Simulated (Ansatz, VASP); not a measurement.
# One calculation of EuO, two programs

```xyz
2
Lattice="0.0000 2.6224 2.6224 2.6224 0.0000 2.6224 2.6224 2.6224 0.0000" Properties=species:S:1:pos:R:3 pbc="T T T"
Eu    0.0000    0.0000    0.0000
O     2.6224    2.6224    2.6224
```

Change from the starting cell: volume scaled by 1.06, crystal datasets.

Alike in both runs: task electric field gradients; functional PBE; k mesh 14 × 14 × 14; occupations fermi-dirac, width 0.03 eV; collinear spin.

|  | VASP | Ansatz |
| --- | --- | --- |
| version | VASP 6.6.1 | Ansatz 0.2.0 |
| potentials or method | VASP PAW PBE potentials, release 64 (Eu, O), cutoff 520 eV | all-electron PAW with datasets made for the crystal, scalar-relativistic |

```tsv
	VASP	Ansatz	Ansatz less VASP
pressure (GPa)	-8.3	-7.9	+0.46
net moment per atom (μB)	3.50	3.50	+0.001
size of the moment on the site where the two differ most (μB)	6.61	6.67	+0.064
```

Site moments also hang on the region over which each program counts them. Ansatz ran all-electron here, and VASP with PAW potentials.

Spin-orbit coupling is off throughout.
